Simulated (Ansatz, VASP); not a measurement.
Two plane-wave programs on Si2W

```
CELL_PARAMETERS angstrom
-1.59197 1.59197 4.04647
1.59197 -1.59197 4.04647
1.59197 1.59197 -4.04647
ATOMIC_POSITIONS crystal
Si 0.30280 0.30280 0.00000
Si 0.69720 0.69720 0.00000
W 0.00000 0.00000 0.00000
```

Alike in both runs: task single point; functional PBE; k mesh 18 × 18 × 18; occupations gaussian, width 0.15 eV; no spin polarisation.

|  | VASP | Ansatz |
| --- | --- | --- |
| version | VASP 6.6.1 | Ansatz 0.2.0 |
| potentials or method | VASP PAW PBE potentials, release 64 (Si, W_sv), cutoff 520 eV | scalar-relativistic, plane waves, PAW |
| valence electrons in the cell | 22 | 22 |

```tsv
	VASP	Ansatz	Ansatz less VASP
gap on the k mesh at the Fermi level (eV)	none	none	-
pressure (GPa)	4.6	4.7	+0.01
traceless stress, the component that is largest in VASP (GPa)	-3.92	-3.95	-0.029
rms of the force components (eV/Å)	1.794	1.797	+0.0033
```

Atom by atom the forces differ by 0.003 eV/Å (rms over components). A gap of «none» marks a metal or a gap that the smearing closes. With one functional, cell and mesh, what is left measures potentials, basis and numerics.

Spin-orbit coupling is off throughout.
